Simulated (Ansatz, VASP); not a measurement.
Two plane-wave programs on Ir

```
Ir
1.0
     4.37968    0.00000    0.00000
    -2.18984    3.79292    0.00000
     0.00000    0.00000    2.69989
Ir
3
Direct
  0.00000 0.00000 0.00000
  0.33333 0.66667 0.50000
  0.66667 0.33333 0.50000
```

Alike in both runs: task relaxation of cell and atoms; functional PBE; k mesh 12 × 12 × 16; occupations gaussian, width 0.1 eV; no spin polarisation.

|  | VASP | Ansatz |
| --- | --- | --- |
| version | VASP 6.6.1 | Ansatz 0.2.0 |
| potentials or method | VASP PAW PBE potentials, release 64 (Ir), cutoff 600 eV | scalar-relativistic, plane waves, PAW |
| valence electrons in the cell | 27 | 51 |

```tsv
	VASP	Ansatz	Ansatz less VASP
gap on the k mesh at the Fermi level, each at its own relaxed structure (eV)	none	none	-
relaxed volume (Å³/atom)	14.98	14.95	-0.023
relaxed length of the cell vector where the two differ most in proportion (Å)	4.384	4.381	-0.0027
```

A gap of «none» marks a metal or a gap that the smearing closes. VASP's potentials hold 27 valence electrons a cell and Ansatz's 51, so a difference there can come from the potentials and not from the codes.

Neither program's run includes spin-orbit coupling.
